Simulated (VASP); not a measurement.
**KMgF3: single point with PBE**

KMgF3:

```
K Mg F
1.0
     4.08316    0.00000    0.00000
     0.00000    4.08316    0.00000
     0.00000    0.00000    4.08316
K Mg F
1 1 3
Direct
  0.50000 0.50000 0.50000
  0.00000 0.00000 0.00000
  0.50000 0.00000 0.00000
  0.00000 0.50000 0.00000
  0.00000 0.00000 0.50000
```

```yaml
Program: VASP 6.6.1
Task: single point
Functional: PBE
Potentials_or_basis: VASP PAW PBE potentials, release 64 (K_sv, Mg, F)
Cutoff: 520 eV
k_mesh: 5 × 5 × 5
Occupations: gaussian, width 0.01 eV
Spin: no spin polarisation
```

The pressure is -1.8 GPa and the band gap on the k mesh is 6.83 eV (least direct gap 7.10 eV).

Levels at points of the mesh, in eV from the valence-band top:
```
           k point  band 12  band 13  band 14  band 15  band 16  band 17  band 18  band 19  band 20  band 21
(0.00, 0.00, 0.00)    -0.50    -0.50    -0.26    -0.26    -0.26     6.83    10.03    10.03    12.10    12.10
```

Run time: 28 s on 1 thread of Intel Xeon 8259CL (shared host), peak memory 0.17 GiB.

Caveat: an odd mesh through Γ misses points on the zone boundary, where band edges can lie. PBE gaps usually lie below the measured ones, often by a third to a half.
